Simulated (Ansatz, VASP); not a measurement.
# Two plane-wave programs on P

Contents of INCAR:

```
SYSTEM = P
PREC     = Accurate       ! precision mode
ENCUT    = 520            ! plane-wave cutoff, eV
EDIFF    = 1E-7           ! SCF threshold, eV
ISMEAR   = -1             ! smearing method
SIGMA    = 0.05           ! smearing width, eV
LREAL    = .FALSE.        ! projectors in reciprocal space
LASPH    = .TRUE.         ! aspherical terms in the spheres
NELM     = 60             ! most SCF steps
ALGO     = Normal         ! electronic algorithm
ISIF     = 2              ! what is computed and relaxed
LWAVE    = .FALSE.        ! write WAVECAR
LCHARG   = .FALSE.        ! write CHGCAR
GGA      = PE             ! functional
NBANDS   = 12             ! bands
```

KPOINTS

```
Automatic mesh
0
G
  15 15 15
  0 0 0
```

The input POSCAR:

```
P
1.0
    1.6906238080     -0.9760821107      2.7649114501
    0.0000000000      1.9521642214      2.7649114501
   -1.6906238080     -0.9760821107      2.7649114501
P
2
Direct
    0.2419340517      0.2419340517      0.2419340517
   -0.2419340517     -0.2419340517     -0.2419340517
```

Input for Ansatz:

```yaml
crystal:
  lattice:
    - [1.690623808, -0.9760821107, 2.7649114501]
    - [0.0, 1.9521642214, 2.7649114501]
    - [-1.690623808, -0.9760821107, 2.7649114501]
  atoms:
    - { symbol: P, position: [0.2419340517, 0.2419340517, 0.2419340517] }
    - { symbol: P, position: [-0.2419340517, -0.2419340517, -0.2419340517] }
kpoints:
  mp_grid: { grid: [15, 15, 15] }
scf:
  occupations: { method: fermi_dirac, width: 0.05 }
hamiltonian:
  xc: pbe
  pseudopotentials: { kind: nc }
output:
  forces: true
  stress: true
  eigenvalues: true
```

Change from the starting cell: volume scaled by 0.85, norm-conserving files.

Alike in both runs: task single point; functional PBE; k mesh 15 × 15 × 15; occupations fermi-dirac, width 0.05 eV; no spin polarisation.

|  | VASP | Ansatz |
| --- | --- | --- |
| version | VASP 6.6.1 | Ansatz 0.2.0 |
| potentials or method | VASP PAW PBE potentials, release 64 (P) | scalar-relativistic |
| plane-wave cutoff (eV) | 520 | 599 |
| valence electrons in the cell | 10 | 10 |

VASP gave:

| Property | Result |
| --- | --- |
| pressure (GPa) | 9.8 |
| rms of the force components (eV/Å) | 0.017 |

What did Ansatz give for the same quantities?

Pressure (GPa): 10.4; rms of the force components (eV/Å): 0.000.

Atom by atom the forces differ by 0.016 eV/Å (rms over components). The functional is the same, so the differences come from potentials, cutoffs and numerics.
